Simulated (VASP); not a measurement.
# Ni3RhF (Pm-3m) in VASP: further runs

Ni3RhF is run at these levels: PBE; tasks: single point.

All numbers are computed with VASP 6.6.1; they aren't measurements. Logs are shortened: lines on timing, memory, paths and dates and some standing lists are left out, and cuts for length are marked.

## Step 1: The cell of the first run

It takes space group Pm-3m (No. 221, cubic). Conventional cell: a = 3.811 Å, b = 3.811 Å, c = 3.811 Å, α = 90.00°, β = 90.00°, γ = 90.00°. Within 3.6 Å of Rh (site symmetry m-3m) lie 12 Ni at 2.70 Å and 8 F at 3.30 Å. F (site symmetry m-3m) has 6 Ni at 1.91 Å within 2.5 Å. Within 2.5 Å of Ni (site symmetry 4/mmm) lie 2 F at 1.91 Å.

## Step 2: Single point, PBE

INCAR

```
PREC = Accurate
ENCUT = 600
EDIFF = 1E-6
ISMEAR = -1
SIGMA = 0.1
LREAL = False
LASPH = True
NELM = 120
ALGO = Normal
ISIF = 2
LWAVE = False
LCHARG = False
GGA = PE
NBANDS = 34
GGA_COMPAT = False
```

KPOINTS

```
Automatic mesh
0
Gamma
  5 5 5
```

POSCAR

```
Ni3RhF
1.0
    3.8113610000      0.0000000000      0.0000000000
    0.0000000000      3.8113610000      0.0000000000
    0.0000000000      0.0000000000      3.8113610000
Rh F Ni
1 1 3
Direct
    0.0000000000      0.0000000000      0.0000000000
    0.5000000000      0.5000000000      0.5000000000
    0.0000000000      0.5000000000      0.5000000000
    0.5000000000      0.0000000000      0.5000000000
    0.5000000000      0.5000000000      0.0000000000
```

Potentials or basis: VASP PAW PBE potentials, release 64 (Rh_pv, F, Ni).

Started as:

```
$ cat potpaw_PBE.64/Rh_pv/POTCAR potpaw_PBE.64/F/POTCAR potpaw_PBE.64/Ni/POTCAR > POTCAR
$ mpirun -np 1 vasp_std > vasp.out
```

OUTCAR:

```text
PREC = Accurate
   ENCUT = 600
   EDIFF = 1E-6
   ISMEAR = -1
   LREAL = False
   LASPH = True
   NELM = 120
   ISIF = 2
   GGA = PE

 ion  position               nearest neighbor table
   1  0.000  0.000  0.000-   3 2.70   4 2.70   5 2.70   3 2.70   4 2.70   3 2.70   5 2.70   3 2.70
                             4 2.70   5 2.70   4 2.70   5 2.70
   2  0.500  0.500  0.500-   3 1.91   4 1.91   5 1.91   5 1.91   4 1.91   3 1.91
   3  0.000  0.500  0.500-   2 1.91   2 1.91   4 2.70   5 2.70   1 2.70   5 2.70   1 2.70   4 2.70
                             1 2.70   1 2.70   4 2.70   5 2.70   5 2.70   4 2.70
   4  0.500  0.000  0.500-   2 1.91   2 1.91   3 2.70   5 2.70   1 2.70   5 2.70   1 2.70   3 2.70
                             5 2.70   5 2.70   1 2.70   3 2.70   1 2.70   3 2.70
   5  0.500  0.500  0.000-   2 1.91   2 1.91   3 2.70   4 2.70   1 2.70   3 2.70   4 2.70   1 2.70
                             4 2.70   4 2.70   1 2.70   3 2.70   3 2.70   1 2.70

  LATTYP: Found a simple cubic cell.
 ALAT       =     3.8113610000

  Lattice vectors:

 A1 = (   3.8113610000,   0.0000000000,   0.0000000000)
 A2 = (   0.0000000000,   3.8113610000,   0.0000000000)
 A3 = (   0.0000000000,   0.0000000000,   3.8113610000)

Analysis of symmetry for initial positions (statically):
=====================================================================
 Subroutine PRICEL returns:
 Original cell was already a primitive cell.

 Routine SETGRP: Setting up the symmetry group for a
 simple cubic supercell.

 Subroutine GETGRP returns: Found 48 space group operations
 (whereof 48 operations were pure point group operations)
 out of a pool of 48 trial point group operations.

The static configuration has the point symmetry O_h .

Analysis of symmetry for dynamics (positions and initial velocities):
=====================================================================
 Subroutine PRICEL returns:
 Original cell was already a primitive cell.

 Routine SETGRP: Setting up the symmetry group for a
 simple cubic supercell.

 Subroutine GETGRP returns: Found 48 space group operations
 (whereof 48 operations were pure point group operations)
 out of a pool of 48 trial point group operations.

The dynamic configuration has the point symmetry O_h .

 Subroutine INISYM returns: Found 48 space group operations
 (whereof 48 operations are pure point group operations),
 and found     1 'primitive' translations

----------------------------------------------------------------------------------------

                                     Primitive cell

  volume of cell :      55.3656

  direct lattice vectors                    reciprocal lattice vectors
     3.811361000  0.000000000  0.000000000     0.262373467  0.000000000  0.000000000
     0.000000000  3.811361000  0.000000000     0.000000000  0.262373467  0.000000000
     0.000000000  0.000000000  3.811361000     0.000000000  0.000000000  0.262373467

  length of vectors
     3.811361000  3.811361000  3.811361000     0.262373467  0.262373467  0.262373467

  position of ions in fractional coordinates (direct lattice)
     0.000000000  0.000000000  0.000000000
     0.500000000  0.500000000  0.500000000
     0.000000000  0.500000000  0.500000000
     0.500000000  0.000000000  0.500000000
     0.500000000  0.500000000  0.000000000

  ion indices of the primitive-cell ions
   primitive index   ion index
                 1           1
                 2           2
                 3           3
                 4           4
                 5           5

----------------------------------------------------------------------------------------

 KPOINTS: Automatic mesh

Automatic generation of k-mesh.
 Grid dimensions read from file:
 generate k-points for:    5    5    5

 Generating k-lattice:

  Cartesian coordinates                     Fractional coordinates (reciprocal lattice)
     0.052474693  0.000000000  0.000000000     0.200000000  0.000000000  0.000000000
     0.000000000  0.052474693  0.000000000     0.000000000  0.200000000  0.000000000
     0.000000000  0.000000000  0.052474693     0.000000000  0.000000000  0.200000000

  Length of vectors
     0.052474693  0.052474693  0.052474693

  Shift w.r.t. Gamma in fractional coordinates (k-lattice)
     0.000000000  0.000000000  0.000000000

 Subroutine IBZKPT returns following result:
 ===========================================

 Found     10 irreducible k-points:

 Following reciprocal coordinates:
            Coordinates               Weight
  0.000000  0.000000  0.000000      1.000000
  0.200000  0.000000  0.000000      6.000000
  0.400000  0.000000  0.000000      6.000000
  0.200000  0.200000  0.000000     12.000000
  0.400000  0.200000  0.000000     24.000000
  0.400000  0.400000  0.000000     12.000000
  0.200000  0.200000  0.200000      8.000000
  0.400000  0.200000  0.200000     24.000000
  0.400000  0.400000  0.200000     24.000000
  0.400000  0.400000  0.400000      8.000000
   k-points           NKPTS =     10   k-points in BZ     NKDIM =     10   number of bands    NBANDS=     34
   number of dos      NEDOS =    301   number of ions     NIONS =      5
   total plane-waves  NPLWV =  27000
   dimension x,y,z NGX =    30 NGY =   30 NGZ =   30
   dimension x,y,z NGXF=    60 NGYF=   60 NGZF=   60
   ions per type =               1   1   3
   NGX,Y,Z   is equivalent  to a cutoff of  13.09, 13.09, 13.09 a.u.
   NGXF,Y,Z  is equivalent  to a cutoff of  26.17, 26.17, 26.17 a.u.
 SYSTEM =  unknown system
   PREC   = accura    normal or accurate (medium, high low for compatibility)
   ISTART =      0    job   : 0-new  1-cont  2-samecut
   ICHARG =      2    charge: 1-file 2-atom 10-const
   ISPIN  =      1    spin polarized calculation?
   LNONCOLLINEAR =      F non collinear calculations
   LSORBIT =      F    spin-orbit coupling
   LASPH  =      T    aspherical Exc in radial PAW
   ENCUT  =  600.0 eV  44.10 Ry    6.64 a.u.   7.61  7.61  7.61*2*pi/ulx,y,z
   NELM   =    120;   NELMIN=  2; NELMDL= -5     # of ELM steps
   EDIFF  = 0.1E-05   stopping-criterion for ELM
   LREAL  =      F    real-space projection
   EDIFFG = 0.1E-04   stopping-criterion for IOM
   NSW    =      0    number of steps for IOM
   IBRION =     -1    ionic relax: 0-MD 1-quasi-New 2-CG
   NFREE  =      0    steps in history (QN), initial steepest desc. (CG)
   ISIF   =      2    stress and relaxation
   ISYM   =      2    0-nonsym 1-usesym 2-fastsym
   POTIM  = 0.5000    time-step for ionic-motion
   TEBEG  =    0.0;   TEEND  =   0.0 temperature during run
   PSTRESS=    0.0 pullay stress
   NELECT =      52.0000    total number of electrons
   NUPDOWN=      -1.0000    fix difference up-down
   EMIN   =  10.00;   EMAX   =-10.00  energy-range for DOS
   EFERMI =   0.00;   METHOD = LEGACY
   ISMEAR =    -1;   SIGMA  =   0.10  broadening in eV -4-tet -1-fermi 0-gaus
   EFERMI_NEDOS =   21; number of points for ismear=-14 and -15
   IALGO  =     38    algorithm
   IMIX   =      4    mixing-type and parameters
     AMIX     =   0.40;   BMIX     =  1.00
     AMIX_MAG =   1.60;   BMIX_MAG =  1.00
  volume/ion in A,a.u.               =      11.07        74.73
  Fermi-wavevector in a.u.,A,eV,Ry     =   1.603230  3.029666 34.971691  2.570347
  Thomas-Fermi vector in A             =   2.699926
   LORBIT       =      0    0 simple, 1 ext, 2 COOP (PROOUT), +10 PAW based schemes
   GGA     = PE    functional components
   LHFCALC =     F    Hartree Fock is set to
   AEXX    =    0.0000 exact exchange contribution
   IVDW    =     0    specifies the selected vdW correction
   LEPSILON=     F    determine dielectric tensor
   LRPA    =     F    only Hartree local field effects (RPA)
 non-spin polarized calculation
  energy-cutoff  :      600.00
  volume of cell :       55.37
 maximum number of plane-waves:      1863
   NGX = 15   NGY = 15   NGZ = 15

 number of electron      52.0000017 magnetization

 Free energy of the ion-electron system (eV)
  ---------------------------------------------------
  ext. energy  EPLUGINS =         0.00000000
  ---------------------------------------------------
  free energy    TOTEN  =       -23.30225020 eV

  energy without entropy =      -23.00016371  energy(sigma->0) =      -23.15120696

 E-fermi :   9.2308     XC(G=0): -13.0430

 val. band max:        9.1889070880   @ k =   0.2000   0.2000   0.0000
 cond. band min:       9.2380896728   @ k =   0.0000   0.0000   0.0000
 fundamental gap:      0.0491825848
 Fermi energy:         9.2307642061

 k-point     1 :       0.0000    0.0000    0.0000
  band No.  band energies     occupation
      1     -36.5530      2.00000
      2     -36.5530      2.00000
      3     -36.5530      2.00000
      4     -19.4108      2.00000
      5      -0.7606      2.00000
      6      -0.7606      2.00000
[... 26 lines left out ...]
     33      17.1450      0.00000
     34      20.6987      0.00000

 k-point     2 :       0.2000    0.0000    0.0000
  band No.  band energies     occupation
      1     -36.5557      2.00000
      2     -36.5530      2.00000
      3     -36.5530      2.00000
      4     -19.3720      2.00000
      5      -1.2093      2.00000
      6      -0.8086      2.00000
[... 26 lines left out ...]
     33      18.5896      0.00000
     34      20.0816      0.00000

 k-point     3 :       0.4000    0.0000    0.0000
  band No.  band energies     occupation
      1     -36.5601      2.00000
      2     -36.5529      2.00000
      3     -36.5529      2.00000
      4     -19.3083      2.00000
      5      -1.8177      2.00000
      6      -0.8833      2.00000
[... 26 lines left out ...]
     33      19.1471      0.00000
     34      19.1471      0.00000
[... 186 lines left out ...]
 k-point     9 :       0.4000    0.4000    0.2000
  band No.  band energies     occupation
      1     -36.5589      2.00000
      2     -36.5588      2.00000
      3     -36.5549      2.00000
      4     -19.1687      2.00000
      5      -1.8720      2.00000
      6      -1.8619      2.00000
[... 26 lines left out ...]
     33      17.6342      0.00000
     34      18.4128      0.00000

 k-point    10 :       0.4000    0.4000    0.4000
  band No.  band energies     occupation
      1     -36.5585      2.00000
      2     -36.5583      2.00000
      3     -36.5583      2.00000
      4     -19.1055      2.00000
      5      -1.9192      2.00000
      6      -1.9192      2.00000
[... 26 lines left out ...]
     33      16.4184      0.00000
     34      16.4184      0.00000

------------------------ aborting loop because EDIFF is reached ----------------------------------------

  FORCE on cell =-STRESS in cart. coord.  units (eV):
  Direction    XX          YY          ZZ          XY          YZ          ZX
  --------------------------------------------------------------------------------------
  -------------------------------------------------------------------------------------
  Total        6.1618099      6.1618099      6.1618099     -0.0000000     -0.0000000      0.0000000
  in kB      178.3111994    178.3111994    178.3111994     -0.0000000     -0.0000000      0.0000000
  external PRESSURE =     178.3111994 kB  Pullay stress =       0.0000000 kB

 VOLUME and BASIS-vectors are now :
 -----------------------------------------------------------------------------
  energy-cutoff  :      600.00
  volume of cell :       55.37
      direct lattice vectors                 reciprocal lattice vectors
     3.811361000  0.000000000  0.000000000     0.262373467  0.000000000  0.000000000
     0.000000000  3.811361000  0.000000000     0.000000000  0.262373467  0.000000000
     0.000000000  0.000000000  3.811361000     0.000000000  0.000000000  0.262373467

 POSITION                                       TOTAL-FORCE (eV/Angst)
 -----------------------------------------------------------------------------------
      0.00000      0.00000      0.00000         0.000000      0.000000      0.000000
      1.90568      1.90568      1.90568         0.000000      0.000000      0.000000
      0.00000      1.90568      1.90568         0.000000      0.000000      0.000000
      1.90568      0.00000      1.90568         0.000000      0.000000      0.000000
      1.90568      1.90568      0.00000         0.000000      0.000000      0.000000
 -----------------------------------------------------------------------------------
    total drift:                                0.000000      0.000000     -0.000000

  FREE ENERGIE OF THE ION-ELECTRON SYSTEM (eV)
  ---------------------------------------------------
  free  energy   TOTEN  =       -23.3022502035 eV

  energy  without entropy=      -23.0001637115  energy(sigma->0) =      -23.15120696
```

Run time: 22 s. Hardware: 1 thread of Intel Xeon 8259CL, shared host; peak memory 0.15 GiB.

Results:

* Free energy: -23.3023 eV
* Pressure: 17.8 GPa
* Band gap on the k mesh: zero (bands 26 and 27 overlap by 0.75 eV)

Levels at points of the mesh, in eV from the Fermi level:
```
           k point  band 24  band 25  band 26  band 27  band 28  band 29
(0.00, 0.00, 0.00)     0.01     0.01     0.56     0.56     0.56     3.97
```

Caveat: the cell stands under pressure; the run has no spin polarisation, though such a crystal can be magnetic. With open d or f shells a metallic result of PBE can be an artefact of self-interaction; +U or a hybrid may open a gap.

## Step 3: Single point, PBE, non-collinear spin, zero start, spin-orbit coupling

INCAR

```
PREC     = Accurate       # precision mode
ENCUT    = 600            # plane-wave cutoff, eV
EDIFF    = 1E-6           # SCF threshold, eV
ISMEAR   = -1             # smearing method
SIGMA    = 0.1            # smearing width, eV
LREAL    = False          # projectors in reciprocal space
LASPH    = True           # aspherical terms in the spheres
NELM     = 200            # most SCF steps
ALGO     = Normal         # electronic algorithm
ISIF     = 2              # what is computed and relaxed
LWAVE    = False          # write WAVECAR
LCHARG   = False          # write CHGCAR
LNONCOLLINEAR= True           # non-collinear magnetism
MAGMOM   = 0 0 0 0 0 0 0 0 0 0 0 0 0 0 0 # initial moments
LORBIT   = 11             # projections on sites
LSORBIT  = True           # spin-orbit coupling
GGA_COMPAT= False        
LORBMOM  = True         
LMAXMIX  = 4              # l up to which the mixer works
GGA      = PE             # functional
NBANDS   = 67             # bands
```

KPOINTS is that of step 2.

POSCAR is that of step 2.

Potentials or basis: VASP PAW PBE potentials, release 64 (Rh_pv, F, Ni).

Started as:

```
$ cat potpaw_PBE.64/Rh_pv/POTCAR potpaw_PBE.64/F/POTCAR potpaw_PBE.64/Ni/POTCAR > POTCAR
$ mpirun -np 1 vasp_ncl > vasp.out
```

Wall time 86 s (1 thread of Intel Xeon 8259CL, shared host); peak memory 0.29 GiB.

Results (log left out):

| Item | Value |
| --- | --- |
| Free energy | -23.5042 eV |
| Pressure | 18.0 GPa |
| Net moment | 0.00 μB per cell |
| Valence electrons inside the program's atomic spheres | Rh 13.71; F 6.14; Ni 9.26 |

Moments on the atoms (μB; x, y, z):
```
Rh  0.00 0.00 0.00
F   0.00 0.00 0.00
Ni  0.00 0.00 0.00
Ni  0.00 0.00 0.00
Ni  0.00 0.00 0.00
```

Caveat: the cell stands under pressure.

The gap in the log of VASP goes by the Fermi energy; the results here count the filled bands.